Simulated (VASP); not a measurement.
# Zr (Fd-3m) in VASP: a series of runs

The runs below take Zr through single point, relaxation of cell and atoms, with LDA.

Everything below comes from runs of VASP 6.6.1. Logs are shortened: lines on timing, memory, paths and dates and some standing lists are left out, and cuts for length are marked.

## (1) The cell of the first run

It takes space group Fd-3m (No. 227, cubic). The conventional cell has a = 4.671 Å, b = 4.671 Å, c = 4.671 Å, α = 90.00°, β = 90.00°, γ = 90.00°. Zr (site symmetry -43m) has 4 Zr at 2.02 Å within 2.7 Å.

## (2) Single point, LDA

INCAR

```
SYSTEM = Zr
ALGO = Normal
EDIFF = 1E-7
ENCUT = 520
GGA = CA
ISIF = 2
ISMEAR = -1
LASPH = .True.
LCHARG = .True.
LELF = .True.
LREAL = .False.
LVHAR = .True.
LWAVE = .False.
NBANDS = 19
NELM = 60
PREC = Accurate
SIGMA = 0.1
```

KPOINTS

```
k-points
0
Gamma
  14 14 14
  0 0 0
```

POSCAR

```
Zr
1.0
    0.0000000000      2.3357317934      2.3357317934
    2.3357317934      0.0000000000      2.3357317934
    2.3357317934      2.3357317934      0.0000000000
Zr
2
Direct
   -0.1250000000     -0.1250000000     -0.1250000000
    0.1250000000      0.1250000000      0.1250000000
```

Potentials or basis: VASP PAW LDA potentials, release 64 (Zr_sv).

Started as:

```sh
$ cat potpaw_LDA.64/Zr_sv/POTCAR > POTCAR
$ mpirun -np 1 vasp_std > vasp.out
```

OUTCAR:

```text
SYSTEM = Zr
   EDIFF = 1E-7
   ENCUT = 520
   GGA = CA
   ISIF = 2
   ISMEAR = -1
   LASPH = .True.
   LREAL = .False.
   NELM = 60
   PREC = Accurate

 ion  position               nearest neighbor table
   1  0.875  0.875  0.875-   2 2.02   2 2.02   2 2.02   2 2.02   2 3.87   2 3.87   2 3.87   2 3.87
                             2 3.87   2 3.87   2 3.87   2 3.87   2 3.87   2 3.87   2 3.87   2 3.87
   2  0.125  0.125  0.125-   1 2.02   1 2.02   1 2.02   1 2.02   1 3.87   1 3.87   1 3.87   1 3.87
                             1 3.87   1 3.87   1 3.87   1 3.87   1 3.87   1 3.87   1 3.87   1 3.87

  LATTYP: Found a face centered cubic cell.
 ALAT       =     4.6714635868

  Lattice vectors:

 A1 = (   0.0000000000,   2.3357317934,   2.3357317934)
 A2 = (   2.3357317934,   0.0000000000,   2.3357317934)
 A3 = (   2.3357317934,   2.3357317934,   0.0000000000)

Analysis of symmetry for initial positions (statically):
=====================================================================
 Subroutine PRICEL returns:
 Original cell was already a primitive cell.

 Routine SETGRP: Setting up the symmetry group for a
 face centered cubic supercell.

 Subroutine GETGRP returns: Found 48 space group operations
 (whereof 12 operations were pure point group operations)
 out of a pool of 48 trial point group operations.

The static configuration has the point symmetry D_3d.
 The point group associated with its full space group is O_h .

Analysis of symmetry for dynamics (positions and initial velocities):
=====================================================================
 Subroutine PRICEL returns:
 Original cell was already a primitive cell.

 Routine SETGRP: Setting up the symmetry group for a
 face centered cubic supercell.

 Subroutine GETGRP returns: Found 48 space group operations
 (whereof 12 operations were pure point group operations)
 out of a pool of 48 trial point group operations.

The dynamic configuration has the point symmetry D_3d.
 The point group associated with its full space group is O_h .

 Subroutine INISYM returns: Found 48 space group operations
 (whereof 12 operations are pure point group operations),
 and found     1 'primitive' translations

----------------------------------------------------------------------------------------

                                     Primitive cell

  volume of cell :      25.4858

  direct lattice vectors                    reciprocal lattice vectors
     0.000000000  2.335731793  2.335731793    -0.214065674  0.214065674  0.214065674
     2.335731793  0.000000000  2.335731793     0.214065674 -0.214065674  0.214065674
     2.335731793  2.335731793  0.000000000     0.214065674  0.214065674 -0.214065674

  length of vectors
     3.303223580  3.303223580  3.303223580     0.370772623  0.370772623  0.370772623

  position of ions in fractional coordinates (direct lattice)
     0.875000000  0.875000000  0.875000000
     0.125000000  0.125000000  0.125000000

  ion indices of the primitive-cell ions
   primitive index   ion index
                 1           1
                 2           2

----------------------------------------------------------------------------------------

 KPOINTS: k-points

Automatic generation of k-mesh.
 Grid dimensions read from file:
 generate k-points for:   14   14   14

 Generating k-lattice:

  Cartesian coordinates                     Fractional coordinates (reciprocal lattice)
    -0.015290405  0.015290405  0.015290405     0.071428571  0.000000000  0.000000000
     0.015290405 -0.015290405  0.015290405     0.000000000  0.071428571  0.000000000
     0.015290405  0.015290405 -0.015290405     0.000000000  0.000000000  0.071428571

  Length of vectors
     0.026483759  0.026483759  0.026483759

  Shift w.r.t. Gamma in fractional coordinates (k-lattice)
     0.000000000  0.000000000  0.000000000

 Subroutine IBZKPT returns following result:
 ===========================================

 Found    104 irreducible k-points:

 Following reciprocal coordinates:
            Coordinates               Weight
  0.000000  0.000000  0.000000      1.000000
  0.071429  0.000000  0.000000      8.000000
  0.142857  0.000000  0.000000      8.000000
  0.214286  0.000000  0.000000      8.000000
  0.285714  0.000000  0.000000      8.000000
  0.357143  0.000000  0.000000      8.000000
[... 16 lines left out ...]
  0.214286  0.142857  0.000000     24.000000
  0.285714  0.142857  0.000000     24.000000
 [... further k-points ...]
   k-points           NKPTS =    104   k-points in BZ     NKDIM =    104   number of bands    NBANDS=     19
   number of dos      NEDOS =    301   number of ions     NIONS =      2
   total plane-waves  NPLWV =  21952
   dimension x,y,z NGX =    28 NGY =   28 NGZ =   28
   dimension x,y,z NGXF=    56 NGYF=   56 NGZF=   56
   ions per type =               2
   NGX,Y,Z   is equivalent  to a cutoff of  14.09, 14.09, 14.09 a.u.
   NGXF,Y,Z  is equivalent  to a cutoff of  28.18, 28.18, 28.18 a.u.
 SYSTEM =  Zr
   PREC   = accura    normal or accurate (medium, high low for compatibility)
   ISTART =      0    job   : 0-new  1-cont  2-samecut
   ICHARG =      2    charge: 1-file 2-atom 10-const
   ISPIN  =      1    spin polarized calculation?
   LNONCOLLINEAR =      F non collinear calculations
   LSORBIT =      F    spin-orbit coupling
   LASPH  =      T    aspherical Exc in radial PAW
   ENCUT  =  520.0 eV  38.22 Ry    6.18 a.u.   6.14  6.14  6.14*2*pi/ulx,y,z
   NELM   =     60;   NELMIN=  2; NELMDL= -5     # of ELM steps
   EDIFF  = 0.1E-06   stopping-criterion for ELM
   LREAL  =      F    real-space projection
   EDIFFG = 0.1E-05   stopping-criterion for IOM
   NSW    =      0    number of steps for IOM
   IBRION =     -1    ionic relax: 0-MD 1-quasi-New 2-CG
   NFREE  =      0    steps in history (QN), initial steepest desc. (CG)
   ISIF   =      2    stress and relaxation
   ISYM   =      2    0-nonsym 1-usesym 2-fastsym
   POTIM  = 0.5000    time-step for ionic-motion
   TEBEG  =    0.0;   TEEND  =   0.0 temperature during run
   PSTRESS=    0.0 pullay stress
   NELECT =      24.0000    total number of electrons
   NUPDOWN=      -1.0000    fix difference up-down
   EMIN   =  10.00;   EMAX   =-10.00  energy-range for DOS
   EFERMI =   0.00;   METHOD = LEGACY
   ISMEAR =    -1;   SIGMA  =   0.10  broadening in eV -4-tet -1-fermi 0-gaus
   EFERMI_NEDOS =   21; number of points for ismear=-14 and -15
   IALGO  =     38    algorithm
   IMIX   =      4    mixing-type and parameters
     AMIX     =   0.40;   BMIX     =  1.00
     AMIX_MAG =   1.60;   BMIX_MAG =  1.00
  volume/ion in A,a.u.               =      12.74        85.99
  Fermi-wavevector in a.u.,A,eV,Ry     =   1.604645  3.032339 35.033441  2.574885
  Thomas-Fermi vector in A             =   2.701117
   LORBIT       =      0    0 simple, 1 ext, 2 COOP (PROOUT), +10 PAW based schemes
   GGA     = CA    functional components
   LHFCALC =     F    Hartree Fock is set to
   AEXX    =    0.0000 exact exchange contribution
   IVDW    =     0    specifies the selected vdW correction
   LEPSILON=     F    determine dielectric tensor
   LRPA    =     F    only Hartree local field effects (RPA)
 non-spin polarized calculation
  energy-cutoff  :      520.00
  volume of cell :       25.49
 maximum number of plane-waves:       701
 NGX is ok and might be reduce to    28
   NGX = 13   NGY = 13   NGZ = 13

 number of electron      24.0000001 magnetization

 Free energy of the ion-electron system (eV)
  ---------------------------------------------------
  ext. energy  EPLUGINS =         0.00000000
  ---------------------------------------------------
  free energy    TOTEN  =        -4.54055098 eV

  energy without entropy =       -4.48214869  energy(sigma->0) =       -4.51134984

 E-fermi :  17.3903     XC(G=0): -13.9877

 val. band max:       17.3759886070   @ k =  -0.3571   0.0714   0.0000
 cond. band min:      17.3961070886   @ k =  -0.0714   0.0714   0.0000
 fundamental gap:      0.0201184816
 Fermi energy:        17.3903140829

 k-point     1 :       0.0000    0.0000    0.0000
  band No.  band energies     occupation
      1     -34.8744      2.00000
      2     -27.9658      2.00000
      3     -13.0889      2.00000
      4     -13.0889      2.00000
      5     -13.0889      2.00000
      6      -7.9250      2.00000
[... 11 lines left out ...]
     18      28.6750      0.00000
     19      30.1195      0.00000

 k-point     2 :       0.0714    0.0000    0.0000
  band No.  band energies     occupation
      1     -34.8271      2.00000
      2     -28.0662      2.00000
      3     -13.1367      2.00000
      4     -13.1367      2.00000
      5     -13.0680      2.00000
      6      -7.8569      2.00000
[... 11 lines left out ...]
     18      28.7088      0.00000
     19      30.0152      0.00000

 k-point     3 :       0.1429    0.0000    0.0000
  band No.  band energies     occupation
      1     -34.6880      2.00000
      2     -28.3506      2.00000
      3     -13.2644      2.00000
      4     -13.2644      2.00000
      5     -13.0219      2.00000
      6      -7.6501      2.00000
[... 11 lines left out ...]
     18      29.2405      0.00000
     19      29.7561      0.00000

 k-point     4 :       0.2143    0.0000    0.0000
  band No.  band energies     occupation
      1     -34.4674      2.00000
      2     -28.7737      2.00000
      3     -13.4347      2.00000
      4     -13.4347      2.00000
      5     -12.9841      2.00000
      6      -7.3746      2.00000
[... 407 lines left out ...]
     18      27.9290      0.00000
     19      28.5521      0.00000

 k-point    23 :       0.2143    0.1429    0.0000
  band No.  band energies     occupation
      1     -34.4541      2.00000
      2     -28.7965      2.00000
      3     -13.6770      2.00000
      4     -13.6676      2.00000
      5     -12.3694      2.00000
      6      -8.1783      2.00000
[... 11 lines left out ...]
     18      27.1347      0.00000
     19      28.9716      0.00000

 k-point    24 :       0.2857    0.1429    0.0000
  band No.  band energies     occupation
      1     -34.2095      2.00000
      2     -29.2274      2.00000
      3     -13.8995      2.00000
      4     -13.8375      2.00000
      5     -12.1993      2.00000
      6      -8.0619      2.00000
[... 11 lines left out ...]
     18      26.6109      0.00000
     19      30.0642      0.00000

 [... further k-points ...]

------------------------ aborting loop because EDIFF is reached ----------------------------------------

  FORCE on cell =-STRESS in cart. coord.  units (eV):
  Direction    XX          YY          ZZ          XY          YZ          ZX
  --------------------------------------------------------------------------------------
  -------------------------------------------------------------------------------------
  Total       35.9961935     35.9961935     35.9961935      0.0000000      0.0000000     -0.0000000
  in kB     2262.9150320   2262.9150320   2262.9150320      0.0000000      0.0000000     -0.0000000
  external PRESSURE =    2262.9150320 kB  Pullay stress =       0.0000000 kB

 VOLUME and BASIS-vectors are now :
 -----------------------------------------------------------------------------
  energy-cutoff  :      520.00
  volume of cell :       25.49
      direct lattice vectors                 reciprocal lattice vectors
     0.000000000  2.335731793  2.335731793    -0.214065674  0.214065674  0.214065674
     2.335731793  0.000000000  2.335731793     0.214065674 -0.214065674  0.214065674
     2.335731793  2.335731793  0.000000000     0.214065674  0.214065674 -0.214065674

 POSITION                                       TOTAL-FORCE (eV/Angst)
 -----------------------------------------------------------------------------------
      4.08753      4.08753      4.08753        -0.000000     -0.000000     -0.000000
      0.58393      0.58393      0.58393         0.000000      0.000000      0.000000
 -----------------------------------------------------------------------------------
    total drift:                                0.000000     -0.000000     -0.000000

  FREE ENERGIE OF THE ION-ELECTRON SYSTEM (eV)
  ---------------------------------------------------
  free  energy   TOTEN  =        -4.5405509811 eV

  energy  without entropy=       -4.4821486919  energy(sigma->0) =       -4.51134984
```

Wall time 25 s (1 thread of Intel Xeon 6975P-C (Granite Rapids), shared host); peak memory 0.16 GiB.

What came out:

- Free energy: -4.5406 eV
- Pressure: 226.3 GPa
- Band gap on the k mesh: zero (band 12 reaches 19.06 eV, above the bottom of band 13 at 15.32 eV)

Levels at points of the mesh, in eV from the Fermi level:
```
           k point  band 9  band 10  band 11  band 12  band 13  band 14  band 15  band 16
(0.00, 0.00, 0.00)   -5.89    -4.68    -4.68    -0.12    -0.12    -0.12     6.53     6.53
(0.50, 0.00, 0.00)   -4.71    -3.78    -3.78    -2.07    -2.07    -1.61     5.11     8.43
(0.50, 0.50, 0.00)   -6.22    -6.22    -2.11    -2.11     1.03     1.03     6.74     6.74
```

(Part 1 of 2 ends here.)
